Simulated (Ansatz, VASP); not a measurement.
**Rh in VASP and in Ansatz**

```xyz
1
Lattice="1.9002 1.9002 0.0000 -1.9002 1.9002 0.0000 0.0000 1.9002 1.9002" Properties=species:S:1:pos:R:3 pbc="T T T"
Rh    0.0000    0.0000    0.0000
```

Alike in both runs: functional r2SCAN; k mesh 14 × 14 × 14; occupations fermi-dirac, width 0.05 eV; no spin polarisation.

Ansatz relaxed the structure, and its values are those at the end. VASP's run is a single point on that final structure, the one shown.

```csv
,VASP,Ansatz
version,VASP 6.6.1,Ansatz 0.2.0
potentials or method,"VASP PAW PBE potentials, release 64 (Rh_pv)","PAW with Ansatz's default frozen-core files, scalar-relativistic"
plane-wave cutoff (eV),520,500
valence electrons in the cell,15,17
```

|  | VASP | Ansatz | Ansatz less VASP |
| --- | --- | --- | --- |
| pressure (GPa) | 1.2 | 0.0 | -1.23 |

VASP's potentials were made for PBE, not for r2SCAN. With one functional, cell and mesh, what is left measures potentials, basis and numerics. VASP's potentials hold 15 valence electrons a cell and Ansatz's 17, so a difference there can come from the potentials and not from the codes.
